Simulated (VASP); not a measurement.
## As: single point with PBE+D3(BJ)

The system is As.

```
As
1.0
     1.82500   -5.50000    0.00000
     1.82500    5.50000    0.00000
     0.00000    0.00000    4.47000
As
4
Direct
  0.11085 0.88915 0.06038
  0.61085 0.38915 0.43962
  0.88915 0.11085 0.93962
  0.38915 0.61085 0.56038
```

```json
{"Program": "VASP 6.6.1", "Task": "single point", "Functional": "PBE", "Dispersion": "D3(BJ)", "Potentials or basis": "VASP PAW PBE potentials, release 64 (As)", "Cutoff": "520 eV", "k mesh": "12 × 12 × 10", "Occupations": "gaussian, width 0.1 eV", "Spin": "no spin polarisation", "Dipole correction": "no", "Further INCAR settings": "ALGO = Normal; EDIFF = 1e-07; NBANDS = 18"}
```

| Item | Value |
| --- | --- |
| Pressure | 0.1 GPa |
| Largest force | 0.054 eV/Å |
| Band gap on the k mesh | zero (bands 10 and 11 overlap by 0.22 eV) |
| Dispersion energy per atom | -0.402 eV |

Forces in eV/Å, atoms in the order of the input:
```
As   0.000 -0.039 -0.036
As   0.000 -0.039  0.036
As   0.000  0.039  0.036
As   0.000  0.039 -0.036
```

Stress tensor (GPa, compression positive):
```
 1.21  0.00  0.00
 0.00 -0.65  0.00
 0.00  0.00 -0.40
```

Levels at points of the mesh, in eV from the Fermi level:
```tsv
k point	band 6	band 7	band 8	band 9	band 10	band 11	band 12	band 13	band 14	band 15
(0.00, 0.00, 0.00)	-4.31	-3.04	-2.29	-1.95	-1.09	1.86	2.00	2.46	3.41	4.76
(0.50, 0.00, 0.00)	-3.81	-2.55	-2.55	-2.39	-2.39	0.80	0.80	1.02	1.02	3.14
(0.50, 0.50, 0.00)	-4.49	-3.42	-1.71	-1.33	-0.44	0.10	1.94	2.35	3.02	4.72
(0.00, 0.00, 0.50)	-4.37	-2.02	-2.02	-0.60	-0.60	0.97	0.97	2.05	2.05	4.91
(0.50, 0.00, 0.50)	-5.46	-4.69	-4.69	-1.86	-1.86	1.90	1.90	4.63	4.63	6.34
(0.50, 0.50, 0.50)	-2.14	-1.92	-1.92	-1.11	-1.11	1.40	1.40	1.71	1.71	2.57
```

Wall time 12 min on 1 thread of Intel Xeon 8259CL (shared host), peak memory 0.51 GiB.
